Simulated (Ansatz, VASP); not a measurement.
## HfO2 in VASP and in Ansatz

```
CELL_PARAMETERS angstrom
-0.36674 2.58337 2.41031
2.41051 -0.39666 2.44022
2.12555 2.32833 -0.11170
ATOMIC_POSITIONS crystal
Hf 0.96848 0.03185 0.03865
O 0.26508 0.24915 0.21525
O 0.76644 0.71900 0.74610
```

Change from the starting cell: all atoms moved at random, sigma 0.1 Å a component, cell strained at random, sigma 0.1.

Alike in both runs: task single point; functional r2SCAN; k mesh 8 × 8 × 8; occupations gaussian, width 0.05 eV; no spin polarisation.

|  | VASP | Ansatz |
| --- | --- | --- |
| version | VASP 6.6.1 | Ansatz 0.2.0 |
| potentials or method | VASP PAW PBE potentials, release 64 (Hf_pv, O), cutoff 520 eV | scalar-relativistic, plane waves, PAW |
| valence electrons in the cell | 22 | 38 |

Ansatz gave:

| Property | Result |
| --- | --- |
| gap on the k mesh at the Fermi level (eV) | 4.18 |
| least direct gap on the mesh (eV) | 4.61 |
| pressure (GPa) | 28.1 |
| traceless stress, the component that is largest in VASP (GPa) | 29.03 |
| rms of the force components (eV/Å) | 2.294 |

Question: Estimate VASP's values.

Answer: gap on the k mesh at the Fermi level (eV): 4.15; least direct gap on the mesh (eV): 4.59; pressure (GPa): 24.6; traceless stress, the component that is largest in VASP (GPa): 28.39; rms of the force components (eV/Å): 2.270.

VASP's potentials were made for PBE, not for r2SCAN. Atom by atom the forces differ by 0.060 eV/Å (rms over components). VASP's potentials hold 22 valence electrons a cell and Ansatz's 38, so a difference there can come from the potentials and not from the codes.

Spin-orbit coupling is off throughout.
